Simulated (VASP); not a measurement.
**As: single point with PBEsol**

The system is As.

```
CELL_PARAMETERS angstrom
2.75943 0.00000 0.00000
0.00000 2.75943 0.00000
0.00000 0.00000 2.59553
ATOMIC_POSITIONS crystal
As 0.50000 0.50000 0.50000
```

- Program: VASP 6.6.1
- Task: single point
- Functional: PBEsol
- Potentials or basis: VASP PAW PBE potentials, release 64 (As)
- Cutoff: 500 eV
- k mesh: 10 × 10 × 10
- Occupations: fermi-dirac, width 0.05 eV
- Spin: no spin polarisation
- Dipole correction: no
- Further INCAR settings: ALGO = Normal; EDIFF = 1e-06; NBANDS = 8

* Pressure: -0.5 GPa

Stress tensor (GPa, compression positive):
```
-4.10  0.00  0.00
 0.00 -4.10  0.00
 0.00  0.00  6.76
```

Levels at points of the mesh, in eV from the Fermi level:
```tsv
k point	band 1	band 2	band 3	band 4	band 5	band 6	band 7	band 8
(0.00, 0.00, 0.00)	-14.98	3.48	3.48	5.67	8.07	8.42	11.12	23.82
(0.50, 0.00, 0.00)	-12.14	-6.89	5.56	7.72	10.99	14.03	14.07	15.14
(0.50, 0.50, 0.00)	-9.23	-4.39	-4.39	2.33	9.65	17.04	18.75	18.75
(0.00, 0.00, 0.50)	-11.14	-7.04	6.31	6.31	11.35	13.36	14.06	14.06
(0.50, 0.00, 0.50)	-8.13	-4.67	-3.64	2.54	8.25	16.33	16.54	17.37
(0.50, 0.50, 0.50)	-4.84	-2.51	-1.38	-1.38	5.74	5.74	6.39	9.44
```

Wall time 4.7 s on 1 thread of Intel(R) Xeon(R) 6975P-C (Granite Rapids), with other jobs on the host, peak memory 0.13 GiB.

Caveat: the PAW data sets were made with another functional, which shifts forces and pressure a little.
